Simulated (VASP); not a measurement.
Runs of VASP 6.6.1 on Yb. The structure is that of space group P6_3/mmc (No. 194), or close to it. The cells are those of the table. This isn't the form of Yb at room conditions, which is fcc.

```csv
task,level,cell,gap on the mesh (eV),pressure (GPa)
electric field gradients,PBE,"a = 3.854, b = 3.854, c = 6.343 Å, angles 90.0, 90.0, 120.0°, 2 atoms",none,-2.3
single point,PBE,"a = 3.854, b = 3.854, c = 6.343 Å, angles 90.0, 90.0, 120.0°, 2 atoms",none,-2.3
single point,PBE,"a = 3.906, b = 3.906, c = 6.428 Å, angles 90.0, 90.0, 120.0°, 2 atoms",none,(a)
electric field gradients,PBEsol,"a = 3.880, b = 3.880, c = 6.386 Å, angles 90.0, 90.0, 120.0°, 2 atoms",none,-3.5
single point,PBE,"a = 3.956, b = 3.956, c = 6.511 Å, angles 90.0, 90.0, 120.0°, 2 atoms",none,(b)
single point,PBE,"a = 3.880, b = 3.880, c = 6.386 Å, angles 90.0, 90.0, 120.0°, 2 atoms",none,-0.4
single point,PBEsol,"a = 3.880, b = 3.880, c = 6.386 Å, angles 90.0, 90.0, 120.0°, 2 atoms",none,-3.4
electric field gradients,PBE,"a = 3.801, b = 3.801, c = 6.257 Å, angles 90.0, 90.0, 120.0°, 2 atoms",none,-1.9
```

Alike in all rows: potentials or basis VASP PAW PBE potentials, release 64 (Yb); no spin polarisation; k mesh 11 × 11 × 6; cutoff (eV) 520; smearing fermi-dirac 0.03 eV.

**Question.** Estimate the missing entries.

**Answer.** (a) -1.2; (b) -2.1.

Caveats: spin-orbit coupling is left out, which moves the levels of the heavy elements; the cell stands under tension (at least some runs); the PAW data sets were made with another functional, which shifts forces and pressure a little (at least some runs).

A k mesh can miss the band edges, and the runs leave out spin-orbit coupling on Yb.

A gap of «none» marks levels without a gap at the run's occupations.
